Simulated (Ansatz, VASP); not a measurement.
## H18SO8: VASP beside Ansatz

```xyz
27
Lattice="6.6943 0.0000 0.0000 0.0000 6.6943 0.0000 0.0000 0.0000 6.6943" Properties=species:S:1:pos:R:3 pbc="T T T"
O     1.8731    2.3724    5.0122
O     4.0607    2.1007    0.1049
O     3.3634    5.6487    1.2623
O     6.0004    6.1424    2.0594
O     1.1574    0.2274    6.7278
O     6.4927    4.9171    5.7654
O    -0.3511    2.9414    0.9110
O     7.0302    4.0969    3.3080
H     2.5272    1.9250    4.4322
H     1.3894    3.0157    4.4229
H     3.3539    2.6540   -0.2936
H     4.1743    1.3553   -0.5443
H     3.0396    5.3974    2.1525
H     2.6389    6.2132    0.8749
H     5.0694    6.0386    1.7065
H     6.5549    6.5412    1.3477
H     1.3267    0.9530    6.0663
H     0.6667   -0.5346    6.2421
H     6.6556    4.4865    4.8624
H     6.4651    4.1869    6.4655
H    -1.2963    2.6329    0.6515
H     0.2245    2.1771    0.6980
H     6.6983    4.9632    2.8661
H     6.7234    3.4564    2.6024
H     5.0588   -0.9313    5.2460
H     3.0827   -0.6831    5.5067
S     4.0079   -0.2369    4.6061
```

Alike in both runs: functional LDA; k mesh 1 × 1 × 1; occupations fermi-dirac, width 0.05 eV; no spin polarisation.

Ansatz relaxed the structure, and its values are those at the end. VASP's run is a single point on that final structure, the one shown.

|  | VASP | Ansatz |
| --- | --- | --- |
| version | VASP 6.6.1 | Ansatz 0.2.0 |
| potentials or method | VASP PAW LDA potentials, release 64 (O, H, S), cutoff 520 eV | scalar-relativistic, plane waves, PAW |
| valence electrons in the cell | 72 | 72 |

```tsv
	VASP	Ansatz	Ansatz less VASP
gap on the k mesh at the Fermi level (eV)	4.10	4.09	-0.007
rms of the force components (eV/Å)	0.080	0.074	-0.0054
```

LDA's correlation is that of Perdew and Zunger in VASP and of Perdew and Wang (1992) in Ansatz.
